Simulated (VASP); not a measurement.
Wanted: the native input for a VASP 6.6.1 run.

| Quantity | Value |
| --- | --- |
| Task | single point |
| Functional | PBE |
| Dispersion | D3(BJ) |
| Potentials or basis | VASP PAW PBE potentials, release 64 (Se, W_sv) |
| Cutoff | 520 eV |
| k mesh | 9 × 9 × 1 |
| Occupations | gaussian, width 0.02 eV |
| Spin | no spin polarisation |
| Dipole correction | yes |
| Further INCAR settings | ALGO = Normal; EDIFF = 1e-07; NBANDS = 20 |

The structure of WSe2 lies in POSCAR:

```
WSe2
1.0
    3.3730000000      0.0000000000      0.0000000000
   -1.6865000000      2.9211036870      0.0000000000
    0.0000000000      0.0000000000     32.7373831004
Se W
2 1
Direct
    0.3333333333      0.6666666667      0.4503167374
    0.3333333333      0.6666666667      0.5496832626
    0.6666666667      0.3333333333      0.5000000000
```

One way to write it, as run:

INCAR

```
PREC = Accurate
ENCUT = 520
EDIFF = 1E-7
ISMEAR = 0
SIGMA = 0.02
LREAL = F
LASPH = T
NELM = 60
ALGO = Normal
ISIF = 2
LWAVE = F
LCHARG = F
LDIPOL = T
IDIPOL = 3
DIPOL = 0.5 0.5 0.500
GGA = PE
IVDW = 12
NBANDS = 20
```

KPOINTS

```
regular mesh
0
Gamma
  9 9 1
```

Potentials or basis: VASP PAW PBE potentials, release 64 (Se, W_sv).

Command:

```bash
$ cat potpaw_PBE.64/Se/POTCAR potpaw_PBE.64/W_sv/POTCAR > POTCAR
$ mpirun -np 1 vasp_std > vasp.out
```

It gave:

```yaml
Largest_force: 0.515 eV/Å
Band_gap_on_the_k_mesh: 1.30 eV
Dispersion_energy_per_atom: -0.323 eV
```

Caveat: spin-orbit coupling is left out, which moves the levels of the heavy elements.

Run time: 4.7 min on 1 thread of AMD EPYC 7R13, on a shared host, peak memory 0.46 GiB.
